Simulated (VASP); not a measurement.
# In (I4/mmm) in VASP: single point with PBE

Aim: the single point of In with PBE.

Program: VASP 6.6.1. These are calculated values, not measurements. Logs are shortened: lines on timing, memory, paths and dates and some standing lists are left out, and cuts for length are marked.

## Step 1: The cell of the first run

It takes space group I4/mmm (No. 139, tetragonal). The conventional cell has a = 3.390 Å, b = 3.390 Å, c = 4.785 Å, α = 90.00°, β = 90.00°, γ = 90.00°. In (site symmetry 4/mmm) has 12 In at 3.39 Å within 4.5 Å.

## Step 2: Single point, PBE

INCAR

```
SYSTEM = In
PREC = Accurate
ENCUT = 520
EDIFF = 1E-6
ISMEAR = 0
SIGMA = 0.1
LREAL = .FALSE.
LASPH = .TRUE.
NELM = 80
ALGO = Fast
ISIF = 2
LWAVE = .FALSE.
LCHARG = .FALSE.
GGA = PE
NBANDS = 12
```

KPOINTS

```
regular mesh
0
G
  18 18 18
  0 0 0
```

POSCAR

```
In
1.0
   -1.6950972798      1.6950972798      2.3922503185
    1.6950972798     -1.6950972798      2.3922503185
    1.6950972798      1.6950972798     -2.3922503185
In
1
Direct
    0.0000000000      0.0000000000      0.0000000000
```

Potentials or basis: VASP PAW PBE potentials, release 64 (In_d).

On the command line:

```
> cat potpaw_PBE.64/In_d/POTCAR > POTCAR
> mpirun -np 1 vasp_std > vasp.out
```

OUTCAR:

```text
SYSTEM = In
   PREC = Accurate
   ENCUT = 520
   EDIFF = 1E-6
   ISMEAR = 0
   LREAL = .FALSE.
   LASPH = .TRUE.
   NELM = 80
   ISIF = 2
   GGA = PE

 ion  position               nearest neighbor table
   1  0.000  0.000  0.000-

  LATTYP: Found a body centered tetragonal cell.
 ALAT       =     3.3901945596
 C/A-ratio  =     1.4112761238

  Lattice vectors:

 A1 = (  -1.6950972798,   1.6950972798,   2.3922503185)
 A2 = (   1.6950972798,  -1.6950972798,   2.3922503185)
 A3 = (   1.6950972798,   1.6950972798,  -2.3922503185)

Analysis of symmetry for initial positions (statically):
=====================================================================
 Subroutine PRICEL returns:
 Original cell was already a primitive cell.

 Routine SETGRP: Setting up the symmetry group for a
 body centered tetragonal supercell.

 Subroutine GETGRP returns: Found 16 space group operations
 (whereof 16 operations were pure point group operations)
 out of a pool of 16 trial point group operations.

The static configuration has the point symmetry D_4h.

Analysis of symmetry for dynamics (positions and initial velocities):
=====================================================================
 Subroutine PRICEL returns:
 Original cell was already a primitive cell.

 Routine SETGRP: Setting up the symmetry group for a
 body centered tetragonal supercell.

 Subroutine GETGRP returns: Found 16 space group operations
 (whereof 16 operations were pure point group operations)
 out of a pool of 16 trial point group operations.

The dynamic configuration has the point symmetry D_4h.

 Subroutine INISYM returns: Found 16 space group operations
 (whereof 16 operations are pure point group operations),
 and found     1 'primitive' translations

----------------------------------------------------------------------------------------

                                     Primitive cell

  volume of cell :      27.4951

  direct lattice vectors                    reciprocal lattice vectors
    -1.695097280  1.695097280  2.392250318     0.000000000  0.294968322  0.209008228
     1.695097280 -1.695097280  2.392250318     0.294968322  0.000000000  0.209008228
     1.695097280  1.695097280 -2.392250318     0.294968322  0.294968322  0.000000000

  length of vectors
     3.386675532  3.386675532  3.386675532     0.361511757  0.361511757  0.417148201

  position of ions in fractional coordinates (direct lattice)
     0.000000000  0.000000000  0.000000000

  ion indices of the primitive-cell ions
   primitive index   ion index
                 1           1

----------------------------------------------------------------------------------------

 KPOINTS: regular mesh

Automatic generation of k-mesh.
 Grid dimensions read from file:
 generate k-points for:   18   18   18

 Generating k-lattice:

  Cartesian coordinates                     Fractional coordinates (reciprocal lattice)
     0.000000000  0.016387129  0.011611568     0.055555556  0.000000000  0.000000000
     0.016387129  0.000000000  0.011611568     0.000000000  0.055555556  0.000000000
     0.016387129  0.016387129  0.000000000     0.000000000  0.000000000  0.055555556

  Length of vectors
     0.020083986  0.020083986  0.023174900

  Shift w.r.t. Gamma in fractional coordinates (k-lattice)
     0.000000000  0.000000000  0.000000000

 Subroutine IBZKPT returns following result:
 ===========================================

 Found    480 irreducible k-points:

 Following reciprocal coordinates:
            Coordinates               Weight
  0.000000  0.000000  0.000000      1.000000
  0.055556  0.000000 -0.000000      8.000000
  0.111111  0.000000 -0.000000      8.000000
  0.166667  0.000000  0.000000      8.000000
  0.222222  0.000000  0.000000      8.000000
  0.277778  0.000000 -0.000000      8.000000
[... 16 lines left out ...]
 -0.277778  0.055556  0.000000     16.000000
 -0.222222  0.055556  0.000000     16.000000
 [... further k-points ...]
   k-points           NKPTS =    480   k-points in BZ     NKDIM =    480   number of bands    NBANDS=     12
   number of dos      NEDOS =    301   number of ions     NIONS =      1
   total plane-waves  NPLWV =  21952
   dimension x,y,z NGX =    28 NGY =   28 NGZ =   28
   dimension x,y,z NGXF=    56 NGYF=   56 NGZF=   56
   ions per type =               1
   NGX,Y,Z   is equivalent  to a cutoff of  13.74, 13.74, 13.74 a.u.
   NGXF,Y,Z  is equivalent  to a cutoff of  27.49, 27.49, 27.49 a.u.
 SYSTEM =  In
   PREC   = accura    normal or accurate (medium, high low for compatibility)
   ISTART =      0    job   : 0-new  1-cont  2-samecut
   ICHARG =      2    charge: 1-file 2-atom 10-const
   ISPIN  =      1    spin polarized calculation?
   LNONCOLLINEAR =      F non collinear calculations
   LSORBIT =      F    spin-orbit coupling
   LASPH  =      T    aspherical Exc in radial PAW
   ENCUT  =  520.0 eV  38.22 Ry    6.18 a.u.   6.30  6.30  6.30*2*pi/ulx,y,z
   NELM   =     80;   NELMIN=  2; NELMDL= -5     # of ELM steps
   EDIFF  = 0.1E-05   stopping-criterion for ELM
   LREAL  =      F    real-space projection
   EDIFFG = 0.1E-04   stopping-criterion for IOM
   NSW    =      0    number of steps for IOM
   IBRION =     -1    ionic relax: 0-MD 1-quasi-New 2-CG
   NFREE  =      0    steps in history (QN), initial steepest desc. (CG)
   ISIF   =      2    stress and relaxation
   ISYM   =      2    0-nonsym 1-usesym 2-fastsym
   POTIM  = 0.5000    time-step for ionic-motion
   TEBEG  =    0.0;   TEEND  =   0.0 temperature during run
   PSTRESS=    0.0 pullay stress
   NELECT =      13.0000    total number of electrons
   NUPDOWN=      -1.0000    fix difference up-down
   EMIN   =  10.00;   EMAX   =-10.00  energy-range for DOS
   EFERMI =   0.00;   METHOD = LEGACY
   ISMEAR =     0;   SIGMA  =   0.10  broadening in eV -4-tet -1-fermi 0-gaus
   EFERMI_NEDOS =   21; number of points for ismear=-14 and -15
   IALGO  =     68    algorithm
   IMIX   =      4    mixing-type and parameters
     AMIX     =   0.40;   BMIX     =  1.00
     AMIX_MAG =   1.60;   BMIX_MAG =  1.00
  volume/ion in A,a.u.               =      27.50       185.55
  Fermi-wavevector in a.u.,A,eV,Ry     =   1.275373  2.410106 22.130925  1.626577
  Thomas-Fermi vector in A             =   2.408089
   LORBIT       =      0    0 simple, 1 ext, 2 COOP (PROOUT), +10 PAW based schemes
   GGA     = PE    functional components
   LHFCALC =     F    Hartree Fock is set to
   AEXX    =    0.0000 exact exchange contribution
   IVDW    =     0    specifies the selected vdW correction
   LEPSILON=     F    determine dielectric tensor
   LRPA    =     F    only Hartree local field effects (RPA)
 non-spin polarized calculation
 RMM-DIIS sequential band-by-band and
 Gauss-broadening in eV      SIGMA  =   0.10
  energy-cutoff  :      520.00
  volume of cell :       27.50
 maximum number of plane-waves:       756
 NGX is ok and might be reduce to    28
   NGX = 13   NGY = 13   NGZ = 13

 number of electron      12.9999997 magnetization

 Free energy of the ion-electron system (eV)
  ---------------------------------------------------
  ext. energy  EPLUGINS =         0.00000000
  ---------------------------------------------------
  free energy    TOTEN  =        -2.56237851 eV

  energy without entropy =       -2.56003870  energy(sigma->0) =       -2.56120860

 E-fermi :   6.9696     XC(G=0): -10.0196

 val. band max:        6.9681177428   @ k =  -0.3333  -0.4444   0.2222
 cond. band min:       6.9750779601   @ k =   0.4444   0.2222   0.1111
 fundamental gap:      0.0069602173
 Fermi energy:         6.9695881735

 k-point     1 :       0.0000    0.0000    0.0000
  band No.  band energies     occupation
      1      -7.6171      2.00000
      2      -7.6171      2.00000
      3      -7.6148      2.00000
      4      -7.4685      2.00000
      5      -7.4659      2.00000
      6      -2.2364      2.00000
      7      17.0966      0.00000
      8      17.1017      0.00000
      9      17.1017      0.00000
     10      18.3834      0.00000
     11      20.5512      0.00000
     12      20.5539      0.00000

 k-point     2 :       0.0556    0.0000   -0.0000
  band No.  band energies     occupation
      1      -7.6171      2.00000
      2      -7.6123      2.00000
      3      -7.6106      2.00000
      4      -7.4691      2.00000
      5      -7.4666      2.00000
      6      -2.1715      2.00000
      7      16.2341      0.00000
      8      16.9789      0.00000
      9      16.9799      0.00000
     10      18.1992      0.00000
     11      20.7567      0.00000
     12      20.7583      0.00000

 k-point     3 :       0.1111    0.0000   -0.0000
  band No.  band energies     occupation
      1      -7.6191      2.00000
      2      -7.6000      2.00000
      3      -7.5984      2.00000
      4      -7.4692      2.00000
      5      -7.4669      2.00000
      6      -1.9761      2.00000
      7      14.5102      0.00000
      8      16.6830      0.00000
      9      16.6872      0.00000
     10      18.0852      0.00000
     11      21.2942      0.00000
     12      21.2992      0.00000

 k-point     4 :       0.1667    0.0000    0.0000
  band No.  band energies     occupation
      1      -7.6234      2.00000
      2      -7.5864      2.00000
      3      -7.5848      2.00000
      4      -7.4638      2.00000
      5      -7.4620      2.00000
      6      -1.6482      2.00000
      7      12.6619      0.00000
      8      16.3214      0.00000
      9      16.3319      0.00000
     10      18.0046      0.00000
     11      21.5992      0.00000
     12      21.7697      0.00000

 k-point     5 :       0.2222    0.0000    0.0000
  band No.  band energies     occupation
      1      -7.6303      2.00000
      2      -7.5801      2.00000
      3      -7.5782      2.00000
      4      -7.4466      2.00000
      5      -7.4455      2.00000
      6      -1.1855      2.00000
      7      10.8500      0.00000
      8      15.9642      0.00000
      9      15.9812      0.00000
     10      17.9310      0.00000
     11      21.0201      0.00000
     12      21.0749      0.00000
[... 228 lines left out ...]
      1      -7.6533      2.00000
      2      -7.5989      2.00000
      3      -7.5864      2.00000
      4      -7.3851      2.00000
      5      -7.3530      2.00000
      6       0.7632      2.00000
      7       6.5351      2.00000
      8      14.6597      0.00000
      9      15.0717      0.00000
     10      17.3075      0.00000
     11      19.7976      0.00000
     12      20.3189      0.00000

 k-point    22 :      -0.3333    0.0556    0.0000
  band No.  band energies     occupation
      1      -7.6462      2.00000
      2      -7.5886      2.00000
      3      -7.5773      2.00000
      4      -7.4178      2.00000
      5      -7.3797      2.00000
      6      -0.0555      2.00000
      7       8.0788      0.00000
      8      14.7611      0.00000
      9      15.4296      0.00000
     10      17.5738      0.00000
     11      19.7334      0.00000
     12      20.8154      0.00000

 k-point    23 :      -0.2778    0.0556    0.0000
  band No.  band energies     occupation
      1      -7.6391      2.00000
      2      -7.5792      2.00000
      3      -7.5704      2.00000
      4      -7.4501      2.00000
      5      -7.4097      2.00000
      6      -0.7437      2.00000
      7       9.7377      0.00000
      8      14.9650      0.00000
      9      15.7897      0.00000
     10      17.9370      0.00000
     11      19.7584      0.00000
     12      21.4309      0.00000

 k-point    24 :      -0.2222    0.0556    0.0000
  band No.  band energies     occupation
      1      -7.6335      2.00000
      2      -7.5761      2.00000
      3      -7.5702      2.00000
      4      -7.4736      2.00000
      5      -7.4358      2.00000
      6      -1.2969      2.00000
      7      11.4936      0.00000
      8      15.2638      0.00000
      9      16.1394      0.00000
     10      18.2318      0.00000
     11      19.9516      0.00000
     12      21.4488      0.00000

 [... further k-points ...]
[... 5 lines left out ...]
  --------------------------------------------------------------------------------------
  -------------------------------------------------------------------------------------
  Total       -0.0099286     -0.0099286     -0.0051941      0.0000000     -0.0000000      0.0000000
  in kB       -0.5785553     -0.5785553     -0.3026698      0.0000000     -0.0000000      0.0000000
  external PRESSURE =      -0.4865935 kB  Pullay stress =       0.0000000 kB

 VOLUME and BASIS-vectors are now :
 -----------------------------------------------------------------------------
  energy-cutoff  :      520.00
  volume of cell :       27.50
      direct lattice vectors                 reciprocal lattice vectors
    -1.695097280  1.695097280  2.392250318     0.000000000  0.294968322  0.209008228
     1.695097280 -1.695097280  2.392250318     0.294968322  0.000000000  0.209008228
     1.695097280  1.695097280 -2.392250318     0.294968322  0.294968322  0.000000000

 POSITION                                       TOTAL-FORCE (eV/Angst)
 -----------------------------------------------------------------------------------
      0.00000      0.00000      0.00000         0.000000      0.000000      0.000000
 -----------------------------------------------------------------------------------
    total drift:                               -0.000000     -0.000000      0.000000

  FREE ENERGIE OF THE ION-ELECTRON SYSTEM (eV)
  ---------------------------------------------------
  free  energy   TOTEN  =        -2.5623785054 eV

  energy  without entropy=       -2.5600386991  energy(sigma->0) =       -2.56120860
```

It took 82 s on 1 thread of Intel Xeon 6975P-C (Granite Rapids), shared host; peak memory 0.27 GiB.

Results:

* Free energy: -2.5624 eV
* Pressure: 0.0 GPa

Caveat: spin-orbit coupling is left out, which moves the levels of the heavy elements.
